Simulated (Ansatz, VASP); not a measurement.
# One calculation of ScAl3N4, two programs

```
CELL_PARAMETERS angstrom
4.22168 0.00000 0.00000
0.00000 4.22168 0.00000
0.00000 0.00000 4.22168
ATOMIC_POSITIONS crystal
Sc 0.00000 0.00000 0.00000
Al 0.50000 0.00000 0.50000
Al 0.50000 0.50000 0.00000
Al 0.00000 0.50000 0.50000
N 0.50000 0.00000 0.00000
N 0.50000 0.50000 0.50000
N 0.00000 0.50000 0.00000
N 0.00000 0.00000 0.50000
```

Alike in both runs: functional PBE; k mesh 3 × 3 × 3; occupations gaussian, width 0.15 eV; no spin polarisation.

Ansatz relaxed the structure, and its values are those at the end. VASP's run is a single point on that final structure, the one shown.

```csv
,VASP,Ansatz
version,VASP 6.6.1,Ansatz 0.2.0
potentials or method,"VASP PAW PBE potentials, release 64 (Sc_sv, Al, N), cutoff 600 eV","scalar-relativistic, plane waves, PAW"
valence electrons in the cell,40,40
```

```tsv
	VASP	Ansatz	Ansatz less VASP
gap on the k mesh at the Fermi level (eV)	2.06	2.08	+0.021
least direct gap on the mesh (eV)	2.06	2.08	+0.021
pressure (GPa)	-0.5	-0.8	-0.25
```

The k mesh is coarse, so the values compare programs but aren't converged.
